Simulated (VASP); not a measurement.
Input of a VASP 6.6.1 run:

POSCAR

```
SrTiO3
1.0
    3.7896459565      0.0000000000      0.0000000000
    0.0000000000      3.7896459565      0.0000000000
    0.0000000000      0.0000000000      3.7896459565
Sr Ti O
1 1 3
Direct
    0.0000000000      0.0000000000      0.0000000000
    0.5000000000      0.5000000000      0.5000000000
    0.5000000000      0.5000000000      0.0000000000
    0.5000000000      0.0000000000      0.5000000000
    0.0000000000      0.5000000000      0.5000000000
```

The input INCAR.step1:

```
SYSTEM = SrTiO3
ALGO = Normal
EDIFF = 1E-4
ENCUT = 520
GGA = PE
GGA_COMPAT = .False.
ISMEAR = 0
LASPH = .True.
LCHARG = .False.
LMAXMIX = 4
LNONCOLLINEAR = .True.
LREAL = .False.
LSORBIT = .True.
LWAVE = .True.
MAGMOM = 0 0 0 0 0 0 0 0 0 0 0 0 0 0 0
NBANDS = 55
NELM = 150
PREC = Accurate
SIGMA = 0.01
```

File INCAR.step2:

```
SYSTEM = SrTiO3
ALGO = Normal
EDIFF = 1E-6
ENCUT = 520
GGA_COMPAT = .False.
ISIF = 2
ISMEAR = 0
ISTART = 1
LASPH = .True.
LCHARG = .False.
LMAXMIX = 4
LMIXTAU = .True.
LNONCOLLINEAR = .True.
LORBIT = 11
LORBMOM = .True.
LREAL = .False.
LSORBIT = .True.
LWAVE = .False.
MAGMOM = 0 0 0 0 0 0 0 0 0 0 0 0 0 0 0
METAGGA = R2SCAN
NBANDS = 55
NELM = 150
PREC = Accurate
SIGMA = 0.01
```

Contents of KPOINTS:

```
k-points
0
Gamma
  6 6 6
  0 0 0
```

Potentials or basis: VASP PAW PBE potentials, release 64 (Sr_sv, Ti_sv, O).

The run is started by

```bash
$ cat potpaw_PBE.64/Sr_sv/POTCAR potpaw_PBE.64/Ti_sv/POTCAR potpaw_PBE.64/O/POTCAR > POTCAR
$ cp INCAR.step1 INCAR
$ mpirun -np 1 vasp_ncl > vasp.out
$ cp INCAR.step2 INCAR
$ mpirun -np 1 vasp_ncl > vasp.out
```

Problem. What does it give for the pressure?

Solution. 22.4 GPa.

Problem. What does it give for the net moment?

Solution. 0.00 μB per cell.

Moments on the atoms (μB; x, y, z):
```
Sr  0.00 0.00 0.00
Ti  0.00 0.00 0.00
O   0.00 0.00 0.00
O   0.00 0.00 0.00
O   0.00 0.00 0.00
```

Caveat: the cell differs from its parent crystal (strain -3.0%); the cell stands under pressure; the PAW data sets were made with another functional, which shifts forces and pressure a little.
